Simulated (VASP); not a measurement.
# Cu (Fm-3m) in VASP: a series of runs

Cu is run at these levels: PBE; tasks: single point.

Program: VASP 6.6.1. These are calculated values, not measurements. Logs are shortened: lines on timing, memory, paths and dates and some standing lists are left out, and cuts for length are marked.

**1. The cell of the first run**

The structure is cubic, space group Fm-3m (No. 225). Conventional cell: a = 3.629 Å, b = 3.629 Å, c = 3.629 Å, α = 90.00°, β = 90.00°, γ = 90.00°. Within 3.4 Å of Cu (site symmetry m-3m) lie 12 Cu at 2.57 Å.

**2. Single point, PBE**

Input file INCAR:

```
SYSTEM = Cu
PREC     = Accurate       ! precision mode
ENCUT    = 520            ! plane-wave cutoff, eV
EDIFF    = 1E-6           ! SCF threshold, eV
ISMEAR   = 0              ! smearing method
SIGMA    = 0.15           ! smearing width, eV
LREAL    = .FALSE.        ! projectors in reciprocal space
LASPH    = .TRUE.         ! aspherical terms in the spheres
NELM     = 80             ! most SCF steps
ALGO     = Normal         ! electronic algorithm
ISIF     = 2              ! what is computed and relaxed
LWAVE    = .FALSE.        ! write WAVECAR
LCHARG   = .FALSE.        ! write CHGCAR
GGA      = PE             ! functional
NBANDS   = 12             ! bands
```

Input file KPOINTS:

```
Automatic mesh
0
G
  20 20 20
  0 0 0
```

Input file POSCAR:

```
Cu
1.0
    0.0000000000      1.8143062373      1.8143062373
    1.8143062373      0.0000000000      1.8143062373
    1.8143062373      1.8143062373      0.0000000000
Cu
1
Direct
    0.0000000000      0.0000000000      0.0000000000
```

Potentials or basis: VASP PAW PBE potentials, release 64 (Cu).

Started as:

```
$ cat potpaw_PBE.64/Cu/POTCAR > POTCAR
$ mpirun -np 1 vasp_std > vasp.out
```

OUTCAR:

```text
SYSTEM = Cu
   PREC = Accurate
   ENCUT = 520
   EDIFF = 1E-6
   ISMEAR = 0
   LREAL = .FALSE.
   LASPH = .TRUE.
   NELM = 80
   ISIF = 2
   GGA = PE

 ion  position               nearest neighbor table
   1  0.000  0.000  0.000-

  LATTYP: Found a face centered cubic cell.
 ALAT       =     3.6286124746

  Lattice vectors:

 A1 = (   0.0000000000,   1.8143062373,   1.8143062373)
 A2 = (   1.8143062373,   0.0000000000,   1.8143062373)
 A3 = (   1.8143062373,   1.8143062373,   0.0000000000)

Analysis of symmetry for initial positions (statically):
=====================================================================
 Subroutine PRICEL returns:
 Original cell was already a primitive cell.

 Routine SETGRP: Setting up the symmetry group for a
 face centered cubic supercell.

 Subroutine GETGRP returns: Found 48 space group operations
 (whereof 48 operations were pure point group operations)
 out of a pool of 48 trial point group operations.

The static configuration has the point symmetry O_h .

Analysis of symmetry for dynamics (positions and initial velocities):
=====================================================================
 Subroutine PRICEL returns:
 Original cell was already a primitive cell.

 Routine SETGRP: Setting up the symmetry group for a
 face centered cubic supercell.

 Subroutine GETGRP returns: Found 48 space group operations
 (whereof 48 operations were pure point group operations)
 out of a pool of 48 trial point group operations.

The dynamic configuration has the point symmetry O_h .

 Subroutine INISYM returns: Found 48 space group operations
 (whereof 48 operations are pure point group operations),
 and found     1 'primitive' translations

----------------------------------------------------------------------------------------

                                     Primitive cell

  volume of cell :      11.9443

  direct lattice vectors                    reciprocal lattice vectors
     0.000000000  1.814306237  1.814306237    -0.275587434  0.275587434  0.275587434
     1.814306237  0.000000000  1.814306237     0.275587434 -0.275587434  0.275587434
     1.814306237  1.814306237  0.000000000     0.275587434  0.275587434 -0.275587434

  length of vectors
     2.565816487  2.565816487  2.565816487     0.477331437  0.477331437  0.477331437

  position of ions in fractional coordinates (direct lattice)
     0.000000000  0.000000000  0.000000000

  ion indices of the primitive-cell ions
   primitive index   ion index
                 1           1

----------------------------------------------------------------------------------------

 KPOINTS: Automatic mesh

Automatic generation of k-mesh.
 Grid dimensions read from file:
 generate k-points for:   20   20   20

 Generating k-lattice:

  Cartesian coordinates                     Fractional coordinates (reciprocal lattice)
    -0.013779372  0.013779372  0.013779372     0.050000000  0.000000000  0.000000000
     0.013779372 -0.013779372  0.013779372     0.000000000  0.050000000  0.000000000
     0.013779372  0.013779372 -0.013779372     0.000000000  0.000000000  0.050000000

  Length of vectors
     0.023866572  0.023866572  0.023866572

  Shift w.r.t. Gamma in fractional coordinates (k-lattice)
     0.000000000  0.000000000  0.000000000

 Subroutine IBZKPT returns following result:
 ===========================================

 Found    256 irreducible k-points:

 Following reciprocal coordinates:
            Coordinates               Weight
  0.000000  0.000000  0.000000      1.000000
  0.050000  0.000000  0.000000      8.000000
  0.100000  0.000000  0.000000      8.000000
  0.150000  0.000000  0.000000      8.000000
  0.200000  0.000000  0.000000      8.000000
  0.250000  0.000000  0.000000      8.000000
[... 16 lines left out ...]
 -0.400000  0.050000  0.000000     24.000000
 -0.350000  0.050000  0.000000     24.000000
 [... further k-points ...]
   k-points           NKPTS =    256   k-points in BZ     NKDIM =    256   number of bands    NBANDS=     12
   number of dos      NEDOS =    301   number of ions     NIONS =      1
   total plane-waves  NPLWV =   8000
   dimension x,y,z NGX =    20 NGY =   20 NGZ =   20
   dimension x,y,z NGXF=    40 NGYF=   40 NGZF=   40
   ions per type =               1
   NGX,Y,Z   is equivalent  to a cutoff of  12.96, 12.96, 12.96 a.u.
   NGXF,Y,Z  is equivalent  to a cutoff of  25.92, 25.92, 25.92 a.u.
 SYSTEM =  Cu
   PREC   = accura    normal or accurate (medium, high low for compatibility)
   ISTART =      0    job   : 0-new  1-cont  2-samecut
   ICHARG =      2    charge: 1-file 2-atom 10-const
   ISPIN  =      1    spin polarized calculation?
   LNONCOLLINEAR =      F non collinear calculations
   LSORBIT =      F    spin-orbit coupling
   LASPH  =      T    aspherical Exc in radial PAW
   ENCUT  =  520.0 eV  38.22 Ry    6.18 a.u.   4.77  4.77  4.77*2*pi/ulx,y,z
   NELM   =     80;   NELMIN=  2; NELMDL= -5     # of ELM steps
   EDIFF  = 0.1E-05   stopping-criterion for ELM
   LREAL  =      F    real-space projection
   EDIFFG = 0.1E-04   stopping-criterion for IOM
   NSW    =      0    number of steps for IOM
   IBRION =     -1    ionic relax: 0-MD 1-quasi-New 2-CG
   NFREE  =      0    steps in history (QN), initial steepest desc. (CG)
   ISIF   =      2    stress and relaxation
   ISYM   =      2    0-nonsym 1-usesym 2-fastsym
   POTIM  = 0.5000    time-step for ionic-motion
   TEBEG  =    0.0;   TEEND  =   0.0 temperature during run
   PSTRESS=    0.0 pullay stress
   NELECT =      11.0000    total number of electrons
   NUPDOWN=      -1.0000    fix difference up-down
   EMIN   =  10.00;   EMAX   =-10.00  energy-range for DOS
   EFERMI =   0.00;   METHOD = LEGACY
   ISMEAR =     0;   SIGMA  =   0.15  broadening in eV -4-tet -1-fermi 0-gaus
   EFERMI_NEDOS =   21; number of points for ismear=-14 and -15
   IALGO  =     38    algorithm
   IMIX   =      4    mixing-type and parameters
     AMIX     =   0.40;   BMIX     =  1.00
     AMIX_MAG =   1.60;   BMIX_MAG =  1.00
  volume/ion in A,a.u.               =      11.94        80.60
  Fermi-wavevector in a.u.,A,eV,Ry     =   1.592765  3.009890 34.516640  2.536901
  Thomas-Fermi vector in A             =   2.691100
   LORBIT       =      0    0 simple, 1 ext, 2 COOP (PROOUT), +10 PAW based schemes
   GGA     = PE    functional components
   LHFCALC =     F    Hartree Fock is set to
   AEXX    =    0.0000 exact exchange contribution
   IVDW    =     0    specifies the selected vdW correction
   LEPSILON=     F    determine dielectric tensor
   LRPA    =     F    only Hartree local field effects (RPA)
 non-spin polarized calculation
 Gauss-broadening in eV      SIGMA  =   0.15
  energy-cutoff  :      520.00
  volume of cell :       11.94
 maximum number of plane-waves:       332
   NGX =  9   NGY =  9   NGZ =  9

 number of electron      10.9999998 magnetization

 Free energy of the ion-electron system (eV)
  ---------------------------------------------------
  ext. energy  EPLUGINS =         0.00000000
  ---------------------------------------------------
  free energy    TOTEN  =        -3.73021665 eV

  energy without entropy =       -3.72704502  energy(sigma->0) =       -3.72863084

 E-fermi :   7.4274     XC(G=0): -12.6604

 val. band max:        7.4012848729   @ k =   0.5000   0.2500   0.1000
 cond. band min:       7.4671371509   @ k =   0.5000   0.3500   0.1500
 fundamental gap:      0.0658522779
 Fermi energy:         7.4274147346

 k-point     1 :       0.0000    0.0000    0.0000
  band No.  band energies     occupation
      1      -1.8190      2.00000
      2       4.4549      2.00000
      3       4.4549      2.00000
      4       4.4549      2.00000
      5       5.2627      2.00000
      6       5.2627      2.00000
      7      29.9503      0.00000
      8      32.5073      0.00000
      9      32.5073      0.00000
     10      32.5073      0.00000
     11      34.9907      0.00000
     12      34.9907      0.00000

 k-point     2 :       0.0500    0.0000    0.0000
  band No.  band energies     occupation
      1      -1.7286      2.00000
      2       4.4358      2.00000
      3       4.4721      2.00000
      4       4.4721      2.00000
      5       5.2558      2.00000
      6       5.2558      2.00000
      7      29.4440      0.00000
      8      31.2944      0.00000
      9      32.2019      0.00000
     10      32.2019      0.00000
     11      35.4260      0.00000
     12      35.4260      0.00000

 k-point     3 :       0.1000    0.0000    0.0000
  band No.  band energies     occupation
      1      -1.4596      2.00000
      2       4.3829      2.00000
      3       4.5180      2.00000
      4       4.5180      2.00000
      5       5.2404      2.00000
      6       5.2404      2.00000
      7      27.3999      0.00000
      8      30.6692      0.00000
      9      31.6107      0.00000
     10      31.6107      0.00000
     11      36.3770      0.00000
     12      36.3770      0.00000
[... 286 lines left out ...]
 k-point    23 :      -0.4000    0.0500    0.0000
  band No.  band energies     occupation
      1       2.3208      2.00000
      2       4.4314      2.00000
      3       4.4768      2.00000
      4       5.1754      2.00000
      5       5.6997      2.00000
      6       6.1668      2.00000
      7      12.8195      0.00000
      8      27.1767      0.00000
      9      29.1021      0.00000
     10      29.7133      0.00000
     11      32.6645      0.00000
     12      34.0350      0.00000

 k-point    24 :      -0.3500    0.0500    0.0000
  band No.  band energies     occupation
      1       1.9717      2.00000
      2       4.4810      2.00000
      3       4.5201      2.00000
      4       4.6561      2.00000
      5       5.5730      2.00000
      6       5.8520      2.00000
      7      14.6614      0.00000
      8      27.1104      0.00000
      9      29.5069      0.00000
     10      30.4218      0.00000
     11      32.7510      0.00000
     12      34.4737      0.00000

 [... further k-points ...]
[... 5 lines left out ...]
  --------------------------------------------------------------------------------------
  -------------------------------------------------------------------------------------
  Total        0.0534284      0.0534284      0.0534284      0.0000000      0.0000000      0.0000000
  in kB        7.1667316      7.1667316      7.1667316      0.0000000      0.0000000      0.0000000
  external PRESSURE =       7.1667316 kB  Pullay stress =       0.0000000 kB

 VOLUME and BASIS-vectors are now :
 -----------------------------------------------------------------------------
  energy-cutoff  :      520.00
  volume of cell :       11.94
      direct lattice vectors                 reciprocal lattice vectors
     0.000000000  1.814306237  1.814306237    -0.275587434  0.275587434  0.275587434
     1.814306237  0.000000000  1.814306237     0.275587434 -0.275587434  0.275587434
     1.814306237  1.814306237  0.000000000     0.275587434  0.275587434 -0.275587434

 POSITION                                       TOTAL-FORCE (eV/Angst)
 -----------------------------------------------------------------------------------
      0.00000      0.00000      0.00000         0.000000      0.000000      0.000000
 -----------------------------------------------------------------------------------
    total drift:                               -0.000000     -0.000000     -0.000000

  FREE ENERGIE OF THE ION-ELECTRON SYSTEM (eV)
  ---------------------------------------------------
  free  energy   TOTEN  =        -3.7302166454 eV

  energy  without entropy=       -3.7270450247  energy(sigma->0) =       -3.72863084
```

Run time: 41 s. Hardware: 1 thread of AMD EPYC 7R43 (Zen 3), shared host; peak memory 0.11 GiB.

Results:

```
Free energy : -3.7302 eV
Pressure    : 0.7 GPa
```

**3. Single point, PBE**

Input file INCAR:

```
SYSTEM = Cu
PREC = Accurate
ENCUT = 520
EDIFF = 1E-6
ISMEAR = 0
SIGMA = 0.15
LREAL = .False.
LASPH = .True.
NELM = 100
ALGO = Normal
ISIF = 2
LWAVE = .False.
LCHARG = .True.
GGA = PE
LELF = .True.
LVHAR = .True.
NBANDS = 12
```

Input file KPOINTS:

```
Automatic mesh
0
Gamma
  24 24 24
  0 0 0
```

POSCAR is that of step 2.

Potentials or basis: VASP PAW PBE potentials, release 64 (Cu).

Started as:

```
$ cat potpaw_PBE.64/Cu/POTCAR > POTCAR
$ mpirun -np 1 vasp_std > vasp.out
```

Wall time 68 s (1 thread of AMD EPYC 7R43 (Zen 3), shared host); peak memory 0.13 GiB.

It converged, with:

- Free energy: -3.7302 eV
- Pressure: 0.7 GPa

Levels at points of the mesh, in eV from the Fermi level:
```tsv
k point	band 3	band 4	band 5	band 6	band 7	band 8	band 9	band 10
(0.00, 0.00, 0.00)	-3.01	-3.01	-2.20	-2.20	22.49	25.05	25.05	25.05
(0.50, 0.00, 0.00)	-3.04	-1.64	-1.64	-0.98	3.69	20.99	21.88	21.88
(0.50, 0.50, 0.00)	-1.66	-1.50	-1.50	1.49	7.02	12.98	12.98	17.45
```
